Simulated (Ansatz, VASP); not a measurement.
CuAu3: VASP beside Ansatz

The input POSCAR:

```
CuAu3
1.0
    3.8505292950      0.0000000000      0.0000000000
    0.0000000000      3.8505292950      0.0000000000
    0.0000000000      0.0000000000      3.8505292950
Cu Au
1 3
Direct
    0.0000000000      0.0000000000      0.0000000000
    0.0000000000      0.5000000000      0.5000000000
    0.5000000000      0.0000000000      0.5000000000
    0.5000000000      0.5000000000      0.0000000000
```

The input INCAR.step1:

```
SYSTEM = CuAu3
ALGO = Normal
EDIFF = 1E-4
ENCUT = 520
GGA = PE
ISMEAR = 0
LASPH = .TRUE.
LCHARG = .FALSE.
LREAL = .FALSE.
LWAVE = .TRUE.
NBANDS = 30
NELM = 100
PREC = Accurate
SIGMA = 0.1
```

INCAR.step2

```
SYSTEM = CuAu3
ALGO = Normal
EDIFF = 1E-7
ENCUT = 520
ISIF = 2
ISMEAR = 0
ISTART = 1
LASPH = .TRUE.
LCHARG = .FALSE.
LMIXTAU = .TRUE.
LREAL = .FALSE.
LWAVE = .FALSE.
METAGGA = R2SCAN
NBANDS = 30
NELM = 100
PREC = Accurate
SIGMA = 0.1
```

Contents of KPOINTS:

```
k-points
0
G
  14 14 14
  0 0 0
```

Input for Ansatz:

```yaml
crystal:
  lattice:
    - [3.850529295, 0.0, 0.0]
    - [0.0, 3.850529295, 0.0]
    - [0.0, 0.0, 3.850529295]
  atoms:
    - { symbol: Cu, position: [0.0, 0.0, 0.0] }
    - { symbol: Au, position: [0.0, 0.5, 0.5] }
    - { symbol: Au, position: [0.5, 0.0, 0.5] }
    - { symbol: Au, position: [0.5, 0.5, 0.0] }
basis:
  ecutwfc: 500
kpoints:
  mp_grid: { grid: [14, 14, 14] }
hamiltonian:
  xc: r2scan
scf:
  occupations: { method: gaussian, width: 0.1 }
output:
  forces: true
  stress: true
  eigenvalues: true
```

Change from the starting cell: equal strain along all axes, cell held, atoms relaxed: -4.0 %.

Alike in both runs: task single point; functional r2SCAN; k mesh 14 × 14 × 14; occupations gaussian, width 0.1 eV; no spin polarisation.

```csv
,VASP,Ansatz
version,VASP 6.6.1,Ansatz 0.2.0
potentials or method,"VASP PAW PBE potentials, release 64 (Cu, Au), cutoff 520 eV","scalar-relativistic, plane waves, PAW"
valence electrons in the cell,44,76
```

```csv
,VASP,Ansatz,Ansatz less VASP
gap on the k mesh at the Fermi level (eV),none,none,-
pressure (GPa),27.3,26.6,-0.67
```

VASP's potentials were made for PBE, not for r2SCAN. A gap of «none» marks a metal or a gap that the smearing closes. VASP's potentials hold 44 valence electrons a cell and Ansatz's 76, so a difference there can come from the potentials and not from the codes.

Neither program's run includes spin-orbit coupling.
